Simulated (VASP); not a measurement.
# TaN (F-43m) in VASP: settings compared

Aim: see how the results for TaN move with the level of theory and the settings. Levels: PBE, r2SCAN. Tasks: single point.

All numbers are computed with VASP 6.6.1; they aren't measurements. Logs are shortened: lines on timing, memory, paths and dates and some standing lists are left out, and cuts for length are marked.

## (1) The cell of the first run

Symmetry: F-43m, No. 216, cubic system. Conventional cell: a = 4.758 Å, b = 4.758 Å, c = 4.758 Å, α = 90.00°, β = 90.00°, γ = 90.00°. Ta (site symmetry -43m) has 4 N at 2.06 Å within 2.7 Å. N (site symmetry -43m) has 4 Ta at 2.06 Å within 2.7 Å.

## (2) Single point, PBE, collinear spin, ferromagnetic start

File INCAR:

```
SYSTEM = TaN
ALGO     = Normal         ! electronic algorithm
EDIFF    = 1E-6           ! SCF threshold, eV
ENCUT    = 600            ! plane-wave cutoff, eV
GGA      = PE             ! functional
GGA_COMPAT= .FALSE.      
ISIF     = 2              ! what is computed and relaxed
ISMEAR   = 0              ! smearing method
ISPIN    = 2              ! spin polarisation
LASPH    = .TRUE.         ! aspherical terms in the spheres
LCHARG   = .FALSE.        ! write CHGCAR
LMAXMIX  = 4              ! l up to which the mixer works
LORBIT   = 11             ! projections on sites
LREAL    = .FALSE.        ! projectors in reciprocal space
LWAVE    = .FALSE.        ! write WAVECAR
MAGMOM   = 0.05 0         ! initial moments
NBANDS   = 19             ! bands
NELM     = 200            ! most SCF steps
PREC     = Accurate       ! precision mode
SIGMA    = 0.05           ! smearing width, eV
```

File KPOINTS:

```
k-points
0
G
  8 8 8
  0 0 0
```

File POSCAR:

```
TaN
1.0
    0.0000000000      2.3789699740      2.3789699740
    2.3789699740      0.0000000000      2.3789699740
    2.3789699740      2.3789699740      0.0000000000
Ta N
1 1
Direct
    0.0000000000      0.0000000000      0.0000000000
    0.2500000000      0.2500000000      0.2500000000
```

Potentials or basis: VASP PAW PBE potentials, release 64 (Ta_pv, N).

On the command line:

```sh
$ cat potpaw_PBE.64/Ta_pv/POTCAR potpaw_PBE.64/N/POTCAR > POTCAR
$ mpirun -np 1 vasp_std > vasp.out
```

OUTCAR:

```text
SYSTEM = TaN
   EDIFF = 1E-6
   ENCUT = 600
   GGA = PE
   ISIF = 2
   ISMEAR = 0
   ISPIN = 2
   LASPH = .TRUE.
   LORBIT = 11
   LREAL = .FALSE.
   NELM = 200
   PREC = Accurate

 ion  position               nearest neighbor table
   1  0.000  0.000  0.000-   2 2.06   2 2.06   2 2.06   2 2.06
   2  0.250  0.250  0.250-   1 2.06   1 2.06   1 2.06   1 2.06

  LATTYP: Found a face centered cubic cell.
 ALAT       =     4.7579399480

  Lattice vectors:

 A1 = (   0.0000000000,   2.3789699740,   2.3789699740)
 A2 = (   2.3789699740,   0.0000000000,   2.3789699740)
 A3 = (   2.3789699740,   2.3789699740,   0.0000000000)

Analysis of symmetry for initial positions (statically):
=====================================================================
 Subroutine PRICEL returns:
 Original cell was already a primitive cell.

 Routine SETGRP: Setting up the symmetry group for a
 face centered cubic supercell.

 Subroutine GETGRP returns: Found 24 space group operations
 (whereof 24 operations were pure point group operations)
 out of a pool of 48 trial point group operations.

The static configuration has the point symmetry T_d .

Analysis of symmetry for dynamics (positions and initial velocities):
=====================================================================
 Subroutine PRICEL returns:
 Original cell was already a primitive cell.

 Routine SETGRP: Setting up the symmetry group for a
 face centered cubic supercell.

 Subroutine GETGRP returns: Found 24 space group operations
 (whereof 24 operations were pure point group operations)
 out of a pool of 48 trial point group operations.

The dynamic configuration has the point symmetry T_d .

Analysis of structural, dynamic, and magnetic symmetry:
=====================================================================
 Subroutine PRICEL returns:
 Original cell was already a primitive cell.

 Routine SETGRP: Setting up the symmetry group for a
 face centered cubic supercell.

 Subroutine GETGRP returns: Found 24 space group operations
 (whereof 24 operations were pure point group operations)
 out of a pool of 48 trial point group operations.

The overall configuration has the point symmetry T_d .

 Subroutine INISYM returns: Found 24 space group operations
 (whereof 24 operations are pure point group operations),
 and found     1 'primitive' translations

----------------------------------------------------------------------------------------

[... 109 lines left out ...]
   IALGO  =     38    algorithm
   IMIX   =      4    mixing-type and parameters
     AMIX     =   0.40;   BMIX     =  1.00
     AMIX_MAG =   1.60;   BMIX_MAG =  1.00
  volume/ion in A,a.u.               =      13.46        90.86
  Fermi-wavevector in a.u.,A,eV,Ry     =   1.376309  2.600846 25.772506  1.894226
  Thomas-Fermi vector in A             =   2.501565
   LORBIT       =     11    0 simple, 1 ext, 2 COOP (PROOUT), +10 PAW based schemes
   GGA     = PE    functional components
   LHFCALC =     F    Hartree Fock is set to
   AEXX    =    0.0000 exact exchange contribution
   IVDW    =     0    specifies the selected vdW correction
   LEPSILON=     F    determine dielectric tensor
   LRPA    =     F    only Hartree local field effects (RPA)
 spin polarized calculation
 Gauss-broadening in eV      SIGMA  =   0.05
  energy-cutoff  :      600.00
  volume of cell :       26.93
 maximum number of plane-waves:       934
   NGX = 13   NGY = 13   NGZ = 13

 number of electron      15.9999999 magnetization      -0.0000972

 number of electron      15.9999999 magnetization       0.0000787

 Free energy of the ion-electron system (eV)
  ---------------------------------------------------
  ext. energy  EPLUGINS =         0.00000000
  ---------------------------------------------------
  free energy    TOTEN  =       -21.50588272 eV

  energy without entropy =      -21.50394402  energy(sigma->0) =      -21.50491337

 E-fermi :   6.8718     XC(G=0): -11.9317

 val. band max:        6.8510113253   @ k =  -0.2500   0.3750   0.1250
 cond. band min:       6.9116617697   @ k =  -0.3750   0.1250   0.0000
 fundamental gap:      0.0606504444
 Fermi energy:         6.8717943592

 spin component 1

 k-point     1 :       0.0000    0.0000    0.0000
  band No.  band energies     occupation
      1     -28.8616      1.00000
      2     -28.8616      1.00000
      3     -28.8616      1.00000
      4     -10.6930      1.00000
      5      -0.1122      1.00000
      6      -0.1122      1.00000
[... 517 lines left out ...]
     18      24.5287      0.00000
     19      26.8458      0.00000

 [... further k-points ...]

 spin component 2

 k-point     1 :       0.0000    0.0000    0.0000
  band No.  band energies     occupation
      1     -28.8623      1.00000
      2     -28.8623      1.00000
      3     -28.8623      1.00000
      4     -10.6930      1.00000
      5      -0.1122      1.00000
      6      -0.1122      1.00000
[... 517 lines left out ...]
     18      24.5286      0.00000
     19      26.8457      0.00000

 [... further k-points ...]
[... 5 lines left out ...]
  --------------------------------------------------------------------------------------
  -------------------------------------------------------------------------------------
  Total        0.0777958      0.0777958      0.0777958     -0.0000000      0.0000000      0.0000000
  in kB        4.6288175      4.6288175      4.6288175     -0.0000000      0.0000000      0.0000000
  external PRESSURE =       4.6288175 kB  Pullay stress =       0.0000000 kB

 VOLUME and BASIS-vectors are now :
 -----------------------------------------------------------------------------
  energy-cutoff  :      600.00
  volume of cell :       26.93
      direct lattice vectors                 reciprocal lattice vectors
     0.000000000  2.378969974  2.378969974    -0.210174994  0.210174994  0.210174994
     2.378969974  0.000000000  2.378969974     0.210174994 -0.210174994  0.210174994
     2.378969974  2.378969974  0.000000000     0.210174994  0.210174994 -0.210174994

 POSITION                                       TOTAL-FORCE (eV/Angst)
 -----------------------------------------------------------------------------------
      0.00000      0.00000      0.00000         0.000000      0.000000     -0.000000
      1.18948      1.18948      1.18948        -0.000000     -0.000000      0.000000
 -----------------------------------------------------------------------------------
    total drift:                               -0.000000     -0.000000     -0.000000

  FREE ENERGIE OF THE ION-ELECTRON SYSTEM (eV)
  ---------------------------------------------------
  free  energy   TOTEN  =       -21.5058827151 eV

  energy  without entropy=      -21.5039440151  energy(sigma->0) =      -21.50491337

 total charge

# of ion       s       p       d       tot
------------------------------------------
    1        0.308   6.228   2.368   8.904
    2        1.255   2.518   0.000   3.773
--------------------------------------------------
tot          1.563   8.746   2.368  12.677

 magnetization (x)

# of ion       s       p       d       tot
------------------------------------------
    1       -0.000  -0.000  -0.000  -0.000
    2        0.000  -0.000   0.000  -0.000
--------------------------------------------------
tot          0.000  -0.000  -0.000  -0.000
```

stdout:

```text
POSCAR found type information on POSCAR TaN
 POSCAR found :  2 types and       2 ions
 scaLAPACK will be used
 LDA part: xc-table for (Slater+PW92), standard interpolation
 POSCAR, INCAR and KPOINTS ok, starting setup
 FFT: planning ... GRIDC
 FFT: planning ... GRID_SOFT
 FFT: planning ... GRID
 WAVECAR not read
 entering main loop
```

Wall time 39 s (1 thread of Intel Xeon Platinum 8375C at 2.90GHz (Ice Lake), shared host); peak memory 0.18 GiB.

Results:

* Free energy: -21.5059 eV
* Pressure: 0.5 GPa
* Band gap on the k mesh: zero (filled and empty bands overlap)
* Net moment: 0.00 μB per cell
* Valence electrons inside the program's atomic spheres: Ta 8.90; N 3.77

Caveat: spin-orbit coupling is left out, which moves the levels of the heavy elements.

## (3) Single point, PBE, collinear spin, ferromagnetic start

This run uses another cell than the first one, of 13.64 Å³/atom, 1.013 times its volume.

File INCAR:

```
SYSTEM = TaN
PREC     = Accurate       ! precision mode
ENCUT    = 600            ! plane-wave cutoff, eV
EDIFF    = 1E-6           ! SCF threshold, eV
ISMEAR   = 0              ! smearing method
SIGMA    = 0.05           ! smearing width, eV
LREAL    = .False.        ! projectors in reciprocal space
LASPH    = .True.         ! aspherical terms in the spheres
NELM     = 200            ! most SCF steps
ALGO     = Normal         ! electronic algorithm
ISIF     = 2              ! what is computed and relaxed
LWAVE    = .False.        ! write WAVECAR
LCHARG   = .False.        ! write CHGCAR
ISPIN    = 2              ! spin polarisation
MAGMOM   = 0.05 0         ! initial moments
LORBIT   = 11             ! projections on sites
LMAXMIX  = 4              ! l up to which the mixer works
GGA      = PE             ! functional
NBANDS   = 19             ! bands
GGA_COMPAT= .False.
```

File KPOINTS:

```
regular mesh
0
Gamma
  8 8 8
  0 0 0
```

File POSCAR:

```
TaN
1.0
    0.0000000000      2.3893489037      2.3893489037
    2.3893489037      0.0000000000      2.3893489037
    2.3893489037      2.3893489037      0.0000000000
Ta N
1 1
Direct
    0.0000000000      0.0000000000      0.0000000000
    0.2500000000      0.2500000000      0.2500000000
```

Potentials or basis: VASP PAW PBE potentials, release 64 (Ta_pv, N).

On the command line:

```sh
$ cat potpaw_PBE.64/Ta_pv/POTCAR potpaw_PBE.64/N/POTCAR > POTCAR
$ mpirun -np 1 vasp_std > vasp.out
```

It took 46 s on 1 thread of Intel Xeon Platinum 8375C at 2.90GHz (Ice Lake), shared host; peak memory 0.19 GiB.

The run converged. Its results:

* Free energy: -21.5037 eV
* Pressure: -2.7 GPa
* Band gap on the k mesh: zero (filled and empty bands overlap)
* Net moment: 0.00 μB per cell
* Valence electrons inside the program's atomic spheres: Ta 8.88; N 3.76

Levels at points of the mesh, in eV from the Fermi level:
Spin up:
```
           k point  band 5  band 6  band 7  band 8  band 9  band 10  band 11  band 12
(0.00, 0.00, 0.00)   -6.90   -6.90   -6.90   -1.21    0.41     0.41     5.55     5.55
(0.50, 0.00, 0.00)   -6.96   -6.25   -6.25    0.33    1.03     1.03     3.81     3.88
(0.50, 0.50, 0.00)   -8.28   -4.80   -4.80   -2.40    0.90     2.09     2.95     2.95
```
Spin down:
| k point | band 4 | band 5 | band 6 | band 7 | band 8 | band 9 | band 10 | band 11 | band 12 | band 13 |
| --- | --- | --- | --- | --- | --- | --- | --- | --- | --- | --- |
| (0.00, 0.00, 0.00) | -17.47 | -6.90 | -6.90 | -6.90 | -1.21 | 0.41 | 0.41 | 5.55 | 5.55 | 5.55 |
| (0.50, 0.00, 0.00) | -16.33 | -6.96 | -6.25 | -6.25 | 0.33 | 1.03 | 1.03 | 3.81 | 3.88 | 3.88 |
| (0.50, 0.50, 0.00) | -15.94 | -8.28 | -4.80 | -4.80 | -2.40 | 0.90 | 2.09 | 2.95 | 2.95 | 9.68 |

Caveat: spin-orbit coupling is left out, which moves the levels of the heavy elements.

## (4) Single point, PBE, collinear spin, ferromagnetic start

This run uses another cell than the first one, of 15.16 Å³/atom, 1.126 times its volume.

File INCAR:

```
ALGO     = Normal         # electronic algorithm
EDIFF    = 1E-6           # SCF threshold, eV
ENCUT    = 600            # plane-wave cutoff, eV
GGA      = PE             # functional
GGA_COMPAT= F            
ISIF     = 2              # what is computed and relaxed
ISMEAR   = 0              # smearing method
ISPIN    = 2              # spin polarisation
LASPH    = T              # aspherical terms in the spheres
LCHARG   = F              # write CHGCAR
LMAXMIX  = 4              # l up to which the mixer works
LORBIT   = 11             # projections on sites
LREAL    = F              # projectors in reciprocal space
LWAVE    = F              # write WAVECAR
MAGMOM   = 2 0            # initial moments
NBANDS   = 19             # bands
NELM     = 200            # most SCF steps
PREC     = Accurate       # precision mode
SIGMA    = 0.05           # smearing width, eV
```

File KPOINTS:

```
k-points
0
Gamma
  8 8 8
```

File POSCAR:

```
TaN
1.0
    0.0000000000      2.4747541939      2.4747541939
    2.4747541939      0.0000000000      2.4747541939
    2.4747541939      2.4747541939      0.0000000000
Ta N
1 1
Direct
    0.0000000000      0.0000000000      0.0000000000
    0.2500000000      0.2500000000      0.2500000000
```

On the command line:

```sh
$ cat potpaw_PBE.64/Ta_pv/POTCAR potpaw_PBE.64/N/POTCAR > POTCAR
$ mpirun -np 1 vasp_std > vasp.out
```

It took 70 s on 1 thread of Intel Xeon Platinum 8375C at 2.90GHz (Ice Lake), shared host; peak memory 0.19 GiB.

It converged, with:

- Free energy: -21.2494 eV
- Pressure: -22.6 GPa
- Band gap on the k mesh: zero (filled and empty bands overlap)
- Net moment: 0.00 μB per cell
- Valence electrons inside the program's atomic spheres: Ta 8.68; N 3.68

Levels at points of the mesh, in eV from the Fermi level:
Spin up:
```tsv
k point	band 5	band 6	band 7	band 8	band 9	band 10	band 11	band 12
(0.00, 0.00, 0.00)	-6.22	-6.22	-6.22	-1.32	0.35	0.35	4.96	4.96
(0.50, 0.00, 0.00)	-6.52	-5.67	-5.67	0.27	0.88	0.88	3.42	3.42
(0.50, 0.50, 0.00)	-7.52	-4.48	-4.48	-2.14	0.73	1.76	2.55	2.55
```
Spin down:
```csv
k point,band 4,band 5,band 6,band 7,band 8,band 9,band 10,band 11,band 12,band 13
"(0.00, 0.00, 0.00)",-16.75,-6.22,-6.22,-6.22,-1.32,0.35,0.35,4.96,4.96,4.96
"(0.50, 0.00, 0.00)",-15.81,-6.52,-5.67,-5.67,0.27,0.88,0.88,3.42,3.42,3.53
"(0.50, 0.50, 0.00)",-15.50,-7.52,-4.48,-4.48,-2.14,0.73,1.76,2.55,2.55,8.60
```

Caveat: spin-orbit coupling is left out, which moves the levels of the heavy elements.

## (5) Single point, r2SCAN

This run uses another cell than the first one, of 13.25 Å³/atom, 0.984 times its volume.

File POSCAR:

```
TaN
1.0
    0.0000000000      2.3665051011      2.3665051011
    2.3665051011      0.0000000000      2.3665051011
    2.3665051011      2.3665051011      0.0000000000
Ta N
1 1
Direct
    0.0000000000      0.0000000000      0.0000000000
    0.2500000000      0.2500000000      0.2500000000
```

File INCAR.step1:

```
PREC = Accurate
ENCUT = 660
ISMEAR = 0
SIGMA = 0.05
LREAL = F
LASPH = T
NELM = 120
NBANDS = 15
GGA = PE
ALGO = Normal
EDIFF = 1E-5
LWAVE = T
LCHARG = F
GGA_COMPAT = F
```

File INCAR.step2:

```
PREC = Accurate
ENCUT = 660
EDIFF = 1E-6
ISMEAR = 0
SIGMA = 0.05
LREAL = F
LASPH = T
NELM = 120
ALGO = Normal
ISIF = 2
LWAVE = F
LCHARG = F
METAGGA = R2SCAN
LMIXTAU = T
NBANDS = 15
ISTART = 1
GGA_COMPAT = F
```

File KPOINTS:

```
Automatic mesh
0
Gamma
  12 12 12
```

On the command line:

```sh
$ cat potpaw_PBE.64/Ta_pv/POTCAR potpaw_PBE.64/N/POTCAR > POTCAR
$ cp INCAR.step1 INCAR
$ mpirun -np 1 vasp_std > vasp.out
$ cp INCAR.step2 INCAR
$ mpirun -np 1 vasp_std > vasp.out
```

Run time: 2.4 min. Hardware: 1 thread of Intel Xeon Platinum 8375C at 2.90GHz (Ice Lake), shared host; peak memory 0.2 GiB.

The run converged. Its results:

```yaml
Free_energy: -59.3721 eV
Pressure: 1.2 GPa
Band_gap_on_the_k_mesh: zero (band 8 reaches 7.67 eV, above the bottom of band 9 at 6.80 eV)
```

Levels at points of the mesh, in eV from the Fermi level:
| k point | band 4 | band 5 | band 6 | band 7 | band 8 | band 9 | band 10 | band 11 | band 12 | band 13 |
| --- | --- | --- | --- | --- | --- | --- | --- | --- | --- | --- |
| (0.00, 0.00, 0.00) | -18.84 | -7.57 | -7.57 | -7.57 | -1.23 | 0.50 | 0.50 | 5.93 | 5.93 | 5.93 |
| (0.50, 0.00, 0.00) | -17.65 | -7.53 | -6.85 | -6.85 | 0.26 | 1.18 | 1.18 | 4.12 | 4.12 | 4.24 |
| (0.50, 0.50, 0.00) | -17.25 | -8.90 | -5.29 | -5.29 | -2.72 | 1.12 | 2.32 | 3.11 | 3.11 | 9.69 |

Caveat: the PAW data sets were made with another functional, which shifts forces and pressure a little; spin-orbit coupling is left out, which moves the levels of the heavy elements.

## (6) Single point, PBE, collinear spin, ferromagnetic start

This run uses another cell than the first one, of 13.25 Å³/atom, 0.984 times its volume.

File INCAR:

```
  ALGO = Normal
  EDIFF = 1E-6
  ENCUT = 600
  GGA = PE
  GGA_COMPAT = F
  ISIF = 2
  ISMEAR = 0
  ISPIN = 2
  LASPH = T
  LCHARG = T
  LELF = T
  LMAXMIX = 4
  LORBIT = 11
  LREAL = F
  LVHAR = T
  LWAVE = F
  MAGMOM = 2 0
  NBANDS = 19
  NELM = 200
  PREC = Accurate
  SIGMA = 0.05
```

File KPOINTS:

```
k-points
0
Gamma
  12 12 12
```

POSCAR is that of step 5.

Potentials or basis: VASP PAW PBE potentials, release 64 (Ta_pv, N).

On the command line:

```sh
$ cat potpaw_PBE.64/Ta_pv/POTCAR potpaw_PBE.64/N/POTCAR > POTCAR
$ mpirun -np 1 vasp_std > vasp.out
```

It took 1.9 min on 1 thread of Intel Xeon Platinum 8375C at 2.90GHz (Ice Lake), shared host; peak memory 0.22 GiB.

The run converged. Its results:

```yaml
Free_energy: -21.5000 eV
Pressure: 4.3 GPa
Band_gap_on_the_k_mesh: zero (filled and empty bands overlap)
Net_moment: 0.00 μB per cell
Valence_electrons_inside_the_program's_atomic_spheres: Ta 8.94; N 3.78
```

Levels at points of the mesh, in eV from the Fermi level:
Spin up:
```tsv
k point	band 4	band 5	band 6	band 7	band 8	band 9	band 10	band 11	band 12	band 13
(0.00, 0.00, 0.00)	-17.67	-7.08	-7.08	-7.08	-1.17	0.45	0.45	5.72	5.72	5.72
(0.50, 0.00, 0.00)	-16.47	-7.07	-6.42	-6.42	0.35	1.10	1.10	3.89	4.03	4.03
(0.50, 0.50, 0.00)	-16.06	-8.50	-4.88	-4.88	-2.46	0.97	2.21	3.09	3.09	10.00
```
Spin down:
| k point | band 5 | band 6 | band 7 | band 8 | band 9 | band 10 | band 11 | band 12 |
| --- | --- | --- | --- | --- | --- | --- | --- | --- |
| (0.00, 0.00, 0.00) | -7.08 | -7.08 | -7.08 | -1.17 | 0.45 | 0.45 | 5.72 | 5.72 |
| (0.50, 0.00, 0.00) | -7.07 | -6.42 | -6.42 | 0.35 | 1.10 | 1.10 | 3.89 | 4.03 |
| (0.50, 0.50, 0.00) | -8.50 | -4.88 | -4.88 | -2.46 | 0.97 | 2.21 | 3.09 | 3.09 |

Caveat: spin-orbit coupling is left out, which moves the levels of the heavy elements.

## (7) Overview

```csv
level,spin,cell,k mesh,cutoff (eV),gap on the mesh (eV),pressure (GPa),moment (μB)
PBE,"collinear, ferromagnetic start","a = 3.364 Å, angles 60.0°, 2 atoms",8 × 8 × 8,600,none,0.5,0.00
PBE,"collinear, ferromagnetic start","a = 3.379 Å, angles 60.0°, 2 atoms",8 × 8 × 8,600,none,-2.7,0.00
PBE,"collinear, ferromagnetic start","a = 3.500 Å, angles 60.0°, 2 atoms",8 × 8 × 8,600,none,-22.6,0.00
r2SCAN,off,"a = 3.347 Å, angles 60.0°, 2 atoms",12 × 12 × 12,660,none,1.2,-
PBE,"collinear, ferromagnetic start","a = 3.347 Å, angles 60.0°, 2 atoms",12 × 12 × 12,600,none,4.3,0.00
```

Alike in all rows: task single point; potentials or basis VASP PAW PBE potentials, release 64 (Ta_pv, N); smearing gaussian 0.05 eV.

Caveats: spin-orbit coupling is left out, which moves the levels of the heavy elements; the PAW data sets were made with another functional, which shifts forces and pressure a little (some runs).

Absolute energies hang on the potentials; compare differences alone.
